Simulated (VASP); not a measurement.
Write the native input for VASP 6.6.1 that does the following.

```yaml
Task: single point
Functional: PBEsol
Potentials_or_basis: VASP PAW PBE potentials, release 64 (Y_sv)
Cutoff: 520 eV
k_mesh: 8 × 8 × 3
Occupations: fermi-dirac, width 0.05 eV
Spin: no spin polarisation
Dipole_correction: no
Further_INCAR_settings: ALGO = Normal; EDIFF = 1e-07; NBANDS = 30
```

The structure of Y lies in POSCAR:

```
Y
1.0
    3.6425441402      0.0000000000      0.0000000000
   -1.8212720701      3.1545357598      0.0000000000
    0.0000000000      0.0000000000     11.8441303500
Y
4
Direct
    0.6666666667      0.3333333333      0.7500000000
    0.0000000000      0.0000000000      0.5000000000
    0.3333333333      0.6666666667      0.2500000000
    0.0000000000      0.0000000000      0.0000000000
```

The input as run:

INCAR

```
SYSTEM = Y
  ALGO = Normal
  EDIFF = 1E-7
  ENCUT = 520
  GGA = PS
  ISIF = 2
  ISMEAR = -1
  LASPH = .True.
  LCHARG = .True.
  LELF = .True.
  LREAL = .False.
  LVHAR = .True.
  LWAVE = .False.
  NBANDS = 30
  NELM = 100
  PREC = Accurate
  SIGMA = 0.05
```

KPOINTS

```
k-points
0
Gamma
  8 8 3
  0 0 0
```

Potentials or basis: VASP PAW PBE potentials, release 64 (Y_sv).

Command:

```sh
$ cat potpaw_PBE.64/Y_sv/POTCAR > POTCAR
$ mpirun -np 1 vasp_std > vasp.out
```

Results of the run:

```yaml
Pressure: -3.6 GPa
Band_gap_on_the_k_mesh: zero (bands 22 and 23 overlap by 1.02 eV)
```

Caveat: the cell stands under tension; the PAW data sets were made with another functional, which shifts forces and pressure a little.

Wall time 72 s on 1 thread of AMD EPYC 9R45 96-Core Processor (Zen 5), on a shared host, peak memory 0.24 GiB.
